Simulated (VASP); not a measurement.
# Ti in VASP: relaxation of the atoms with PBEsol

Aim: the relaxation of the atoms of Ti with PBEsol.

Everything below comes from runs of VASP 6.6.1. Logs are shortened: lines on timing, memory, paths and dates and some standing lists are left out, and cuts for length are marked.

### Step 1. The cell of the first run

The cell holds a slab with vacuum, 4 atoms: a = 2.868 Å, b = 2.868 Å, c = 23.084 Å, α = 90.00°, β = 90.00°, γ = 90.00°.

### Step 2. Relaxation of the atoms, PBEsol

The input, INCAR:

```
SYSTEM = Ti
ALGO = Normal ; DIPOL = 0.5 0.5 0.500
EDIFF = 1E-6 ; EDIFFG = -0.03
ENCUT = 520 ; GGA = PS
IBRION = 2 ; IDIPOL = 3
ISIF = 2 ; ISMEAR = 0
LASPH = .True. ; LCHARG = .False.
LDIPOL = .True. ; LREAL = .False.
LWAVE = .False. ; NELM = 100
NSW = 90 ; PREC = Accurate
SIGMA = 0.1
```

The input, KPOINTS:

```
k-points
0
Gamma
  10 10 1
  0 0 0
```

The input, POSCAR:

```
Ti
1.0
    2.8679135956      0.0000000000      0.0000000000
    0.0000000000      2.8679135956      0.0000000000
    0.0000000000      0.0000000000     23.0837634540
Ti
4
Selective dynamics
Direct
    0.5000000000      0.5000000000      0.3682241857  F F F
    0.0000000000      0.0000000000      0.4560747286  F F F
    0.5000000000      0.5000000000      0.5439252714  T T T
    0.0000000000      0.0000000000      0.6317758143  T T T
```

Potentials or basis: VASP PAW PBE potentials, release 64 (Ti_sv).

The run is started by

```bash
$ cat potpaw_PBE.64/Ti_sv/POTCAR > POTCAR
$ mpirun -np 1 vasp_std > vasp.out
```

OUTCAR:

```text
SYSTEM = Ti
   EDIFF = 1E-6
   EDIFFG = -0.03
   ENCUT = 520
   GGA = PS
   IBRION = 2
   ISIF = 2
   ISMEAR = 0
   LASPH = .True.
   LREAL = .False.
   NELM = 100
   NSW = 90
   PREC = Accurate

 ion  position               nearest neighbor table
   1  0.500  0.500  0.368-   2 2.87   2 2.87   2 2.87   2 2.87
   2  0.000  0.000  0.456-   3 2.87   3 2.87   3 2.87   3 2.87   1 2.87   1 2.87   1 2.87   1 2.87

   3  0.500  0.500  0.544-   2 2.87   2 2.87   2 2.87   2 2.87   4 2.87   4 2.87   4 2.87   4 2.87

   4  0.000  0.000  0.632-   3 2.87   3 2.87   3 2.87   3 2.87

  LATTYP: Found a simple tetragonal cell.
 ALAT       =     2.8679135956
 C/A-ratio  =     8.0489745191

  Lattice vectors:

 A1 = (   2.8679135956,   0.0000000000,   0.0000000000)
 A2 = (   0.0000000000,   2.8679135956,   0.0000000000)
 A3 = (   0.0000000000,   0.0000000000,  23.0837634540)

Analysis of symmetry for initial positions (statically):
=====================================================================
 Subroutine PRICEL returns:
 Original cell was already a primitive cell.

 Routine SETGRP: Setting up the symmetry group for a
 simple tetragonal supercell.

 Subroutine GETGRP returns: Found 16 space group operations
 (whereof  8 operations were pure point group operations)
 out of a pool of 16 trial point group operations.

The static configuration has the point symmetry C_4v.
 The point group associated with its full space group is D_4h.

Analysis of symmetry for dynamics (positions and initial velocities):
=====================================================================
 Subroutine PRICEL returns:
 Original cell was already a primitive cell.

 Routine SETGRP: Setting up the symmetry group for a
 simple tetragonal supercell.

 Subroutine GETGRP returns: Found 16 space group operations
 (whereof  8 operations were pure point group operations)
 out of a pool of 16 trial point group operations.

The dynamic configuration has the point symmetry C_4v.
 The point group associated with its full space group is D_4h.

Analysis of constrained symmetry for selective dynamics:
=====================================================================
 Subroutine PRICEL returns:
 Original cell was already a primitive cell.

 Routine SETGRP: Setting up the symmetry group for a
 simple tetragonal supercell.

 Subroutine GETGRP returns: Found  8 space group operations
 (whereof  8 operations were pure point group operations)
 out of a pool of 16 trial point group operations.

The constrained configuration has the point symmetry C_4v.

 Subroutine INISYM returns: Found  8 space group operations
 (whereof  8 operations are pure point group operations),
 and found     1 'primitive' translations

----------------------------------------------------------------------------------------

                                     Primitive cell

  volume of cell :     189.8623

  direct lattice vectors                    reciprocal lattice vectors
     2.867913596  0.000000000  0.000000000     0.348685540  0.000000000  0.000000000
     0.000000000  2.867913596  0.000000000     0.000000000  0.348685540  0.000000000
     0.000000000  0.000000000 23.083763454     0.000000000  0.000000000  0.043320492

  length of vectors
     2.867913596  2.867913596 23.083763454     0.348685540  0.348685540  0.043320492

  position of ions in fractional coordinates (direct lattice)
     0.500000000  0.500000000  0.368224186
     0.000000000  0.000000000  0.456074729
     0.500000000  0.500000000  0.543925271
     0.000000000  0.000000000  0.631775814

  ion indices of the primitive-cell ions
   primitive index   ion index
                 1           1
                 2           2
                 3           3
                 4           4

----------------------------------------------------------------------------------------

 KPOINTS: k-points

Automatic generation of k-mesh.
 Grid dimensions read from file:
 generate k-points for:   10   10    1

 Generating k-lattice:

  Cartesian coordinates                     Fractional coordinates (reciprocal lattice)
     0.034868554  0.000000000  0.000000000     0.100000000  0.000000000  0.000000000
     0.000000000  0.034868554  0.000000000     0.000000000  0.100000000  0.000000000
     0.000000000  0.000000000  0.043320492     0.000000000  0.000000000  1.000000000

  Length of vectors
     0.034868554  0.034868554  0.043320492

  Shift w.r.t. Gamma in fractional coordinates (k-lattice)
     0.000000000  0.000000000  0.000000000

 Subroutine IBZKPT returns following result:
 ===========================================

 Found     21 irreducible k-points:

 Following reciprocal coordinates:
            Coordinates               Weight
  0.000000  0.000000  0.000000      1.000000
  0.100000  0.000000  0.000000      4.000000
  0.200000  0.000000  0.000000      4.000000
  0.300000  0.000000  0.000000      4.000000
  0.400000  0.000000  0.000000      4.000000
  0.500000  0.000000  0.000000      2.000000
[... 13 lines left out ...]
  0.500000  0.400000  0.000000      4.000000
  0.500000  0.500000  0.000000      1.000000
   k-points           NKPTS =     21   k-points in BZ     NKDIM =     21   number of bands    NBANDS=     28
   number of dos      NEDOS =    301   number of ions     NIONS =      4
   total plane-waves  NPLWV = 103680
   dimension x,y,z NGX =    24 NGY =   24 NGZ =  180
   dimension x,y,z NGXF=    48 NGYF=   48 NGZF=  360
   ions per type =               4
   NGX,Y,Z   is equivalent  to a cutoff of  13.91, 13.91, 12.96 a.u.
   NGXF,Y,Z  is equivalent  to a cutoff of  27.82, 27.82, 25.93 a.u.
 SYSTEM =  Ti
   PREC   = accura    normal or accurate (medium, high low for compatibility)
   ISTART =      0    job   : 0-new  1-cont  2-samecut
   ICHARG =      2    charge: 1-file 2-atom 10-const
   ISPIN  =      1    spin polarized calculation?
   LNONCOLLINEAR =      F non collinear calculations
   LSORBIT =      F    spin-orbit coupling
   LASPH  =      T    aspherical Exc in radial PAW
   ENCUT  =  520.0 eV  38.22 Ry    6.18 a.u.   5.33  5.33 42.92*2*pi/ulx,y,z
   NELM   =    100;   NELMIN=  2; NELMDL= -5     # of ELM steps
   EDIFF  = 0.1E-05   stopping-criterion for ELM
   LREAL  =      F    real-space projection
   EDIFFG = -.3E-01   stopping-criterion for IOM
   NSW    =     90    number of steps for IOM
   IBRION =      2    ionic relax: 0-MD 1-quasi-New 2-CG
   NFREE  =      1    steps in history (QN), initial steepest desc. (CG)
   ISIF   =      2    stress and relaxation
   ISYM   =      2    0-nonsym 1-usesym 2-fastsym
   POTIM  = 0.5000    time-step for ionic-motion
   TEBEG  =    0.0;   TEEND  =   0.0 temperature during run
   PSTRESS=    0.0 pullay stress
   NELECT =      48.0000    total number of electrons
   NUPDOWN=      -1.0000    fix difference up-down
   EMIN   =  10.00;   EMAX   =-10.00  energy-range for DOS
   EFERMI =   0.00;   METHOD = LEGACY
   ISMEAR =     0;   SIGMA  =   0.10  broadening in eV -4-tet -1-fermi 0-gaus
   EFERMI_NEDOS =   21; number of points for ismear=-14 and -15
   IALGO  =     38    algorithm
   IMIX   =      4    mixing-type and parameters
     AMIX     =   0.40;   BMIX     =  1.00
     AMIX_MAG =   1.60;   BMIX_MAG =  1.00
  volume/ion in A,a.u.               =      47.47       320.31
  Fermi-wavevector in a.u.,A,eV,Ry     =   1.035164  1.956176 14.579509  1.071564
  Thomas-Fermi vector in A             =   2.169494
   LORBIT       =      0    0 simple, 1 ext, 2 COOP (PROOUT), +10 PAW based schemes
   GGA     = PS    functional components
   LHFCALC =     F    Hartree Fock is set to
   AEXX    =    0.0000 exact exchange contribution
   IVDW    =     0    specifies the selected vdW correction
   LEPSILON=     F    determine dielectric tensor
   LRPA    =     F    only Hartree local field effects (RPA)
 conjugate gradient relaxation of ions
 non-spin polarized calculation
 Gauss-broadening in eV      SIGMA  =   0.10
  energy-cutoff  :      520.00
  volume of cell :      189.86
 maximum number of plane-waves:      5155
 NGX is ok and might be reduce to    24
   NGX = 11   NGY = 11   NGZ = 85

--------------------------------------- Ionic step        1  -------------------------------------------

 number of electron      48.0000006 magnetization

 Free energy of the ion-electron system (eV)
  ---------------------------------------------------
  ext. energy  EPLUGINS =         0.00000000
  ---------------------------------------------------
  free energy    TOTEN  =       -31.18963522 eV

  energy without entropy =      -31.13521304  energy(sigma->0) =      -31.16242413

------------------------ aborting loop because EDIFF is reached ----------------------------------------

  FORCE on cell =-STRESS in cart. coord.  units (eV):
  Direction    XX          YY          ZZ          XY          YZ          ZX
  --------------------------------------------------------------------------------------
  -------------------------------------------------------------------------------------
  Total       -3.5823439     -3.5823439     -2.0407069      0.0000000      0.0000000     -0.0000000
  in kB      -30.2300674    -30.2300674    -17.2207661      0.0000000      0.0000000     -0.0000000
  external PRESSURE =     -25.8936336 kB  Pullay stress =       0.0000000 kB
[... 57 lines left out ...]
  FREE ENERGIE OF THE ION-ELECTRON SYSTEM (eV)
  ---------------------------------------------------
  free  energy   TOTEN  =       -31.2243706496 eV

  energy  without entropy=      -31.1710241972  energy(sigma->0) =      -31.19769742

 dipolmoment           0.000000      0.000000     -0.002099 electrons x Angstroem

--------------------------------------- Ionic step        3  -------------------------------------------

 number of electron      48.0000007 magnetization

 dipolmoment           0.000000      0.000000      0.000789 electrons x Angstroem

 Free energy of the ion-electron system (eV)
  ---------------------------------------------------
  ext. energy  EPLUGINS =         0.00000000
  ---------------------------------------------------
  free energy    TOTEN  =       -31.24485706 eV

  energy without entropy =      -31.19161245  energy(sigma->0) =      -31.21823476

 E-fermi :   0.4663     XC(G=0):  -5.1065

 val. band max:        0.4356570768   @ k =   0.2000   0.1000   0.0000
 cond. band min:       0.4664455592   @ k =   0.3000   0.1000   0.0000
 fundamental gap:      0.0307884824
 Fermi energy:         0.4663286160

 k-point     1 :       0.0000    0.0000    0.0000
  band No.  band energies     occupation
      1     -56.1678      2.00000
      2     -56.1248      2.00000
      3     -55.8937      2.00000
      4     -55.7802      2.00000
      5     -32.6862      2.00000
      6     -32.6400      2.00000
[... 640 lines left out ...]
     27       2.6432      0.00000
     28       2.7393      0.00000

------------------------ aborting loop because EDIFF is reached ----------------------------------------

 vacuum level on the upper side and lower side of the slab       (xc-potential included)        -0.173        -0.018

  FORCE on cell =-STRESS in cart. coord.  units (eV):
  Direction    XX          YY          ZZ          XY          YZ          ZX
  --------------------------------------------------------------------------------------
  -------------------------------------------------------------------------------------
  Total       -3.1535259     -3.1535259     -1.2669615      0.0000000      0.0000000      0.0000000
  in kB      -26.6114315    -26.6114315    -10.6914167      0.0000000      0.0000000      0.0000000
  external PRESSURE =     -21.3047599 kB  Pullay stress =       0.0000000 kB
[... 19 lines left out ...]
  FREE ENERGIE OF THE ION-ELECTRON SYSTEM (eV)
  ---------------------------------------------------
  free  energy   TOTEN  =       -31.2448570635 eV

  energy  without entropy=      -31.1916124498  energy(sigma->0) =      -31.21823476

 reached required accuracy - stopping structural energy minimisation

 vacuum level on the upper side and lower side of the slab         4.465         4.617
```

Wall time 6.4 min (1 thread of Intel Xeon Platinum 8259CL at 2.50GHz (Skylake/Cascade Lake), shared host); peak memory 0.35 GiB.

What came out:

```
Free energy               : -31.2449 eV
Energy gained by relaxing : 13.8 meV/atom
Ionic steps               : 3
Band gap on the k mesh    : zero (bands 24 and 25 overlap by 0.31 eV)
```

The path:
| step | energy change (eV) | largest force on free atoms (eV/Å) | pressure (GPa) |
| --- | --- | --- | --- |
| 1 | 0.0000 | 0.7375 | -2.59 |
| 2 | -0.0347 | 0.4597 | -2.44 |
| 3 | -0.0552 | 0.0106 | -2.13 |

Final structure:
```cif
data_structure
_symmetry_space_group_name_H-M 'P 1'
_symmetry_Int_Tables_number 1
_cell_length_a 2.8679
_cell_length_b 2.8679
_cell_length_c 23.0838
_cell_angle_alpha 90.000
_cell_angle_beta 90.000
_cell_angle_gamma 90.000
_cell_volume 189.86
loop_
_atom_site_label
_atom_site_type_symbol
_atom_site_fract_x
_atom_site_fract_y
_atom_site_fract_z
_atom_site_occupancy
Ti1 Ti 0.50000 0.50000 0.36822 1
Ti2 Ti 0.00000 0.00000 0.45607 1
Ti3 Ti 0.50000 0.50000 0.54775 1
Ti4 Ti 0.00000 0.00000 0.62878 1
```

Levels at points of the mesh, in eV from the Fermi level:
```
           k point  band 22  band 23  band 24  band 25  band 26  band 27
(0.00, 0.00, 0.00)    -1.17    -0.15    -0.12     0.05     0.59     1.07
(0.50, 0.00, 0.00)    -0.39     0.17     0.17     0.50     0.59     0.68
(0.50, 0.50, 0.00)    -1.55    -0.82    -0.82     0.58     0.58     2.18
```

Caveat: the PAW data sets were made with another functional, which shifts forces and pressure a little.
